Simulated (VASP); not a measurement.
Here is a VASP 6.6.1 calculation.

Contents of INCAR:

```
ALGO = Normal
EDIFF = 1E-6
ENCUT = 520
GGA = PS
ISIF = 2
ISMEAR = 0
IVDW = 12
LASPH = True
LCHARG = False
LREAL = False
LWAVE = False
NBANDS = 11
NELM = 100
PREC = Accurate
SIGMA = 0.15
```

KPOINTS

```
k-points
0
Gamma
  21 21 12
```

Contents of POSCAR:

```
C
1.0
    2.4372596835      0.0000000000      0.0000000000
   -1.2186298418      2.1107288015      0.0000000000
    0.0000000000      0.0000000000      3.5001875387
C
2
Direct
    0.3474284648      0.6948569296      0.0000000000
    0.6525715352      0.3051430704      0.0000000000
```

Potentials or basis: VASP PAW PBE potentials, release 64 (C).

The run is started by

```sh
$ cat potpaw_PBE.64/C/POTCAR > POTCAR
$ mpirun -np 1 vasp_std > vasp.out
```

Question: Estimate the dispersion energy per atom.

Answer: -0.106 eV.

Question: Predict the pressure.

Answer: 15.6 GPa.

Stress tensor (GPa, compression positive):
```
 4.63  0.00  0.00
 0.00 42.38  0.00
 0.00  0.00 -0.16
```

Caveat: the cell differs from its parent crystal (atoms displaced along a vibrational mode, the cell strained); the stress differs along the axes, from -0 to 42 GPa; the PAW data sets were made with another functional, which shifts forces and pressure a little.
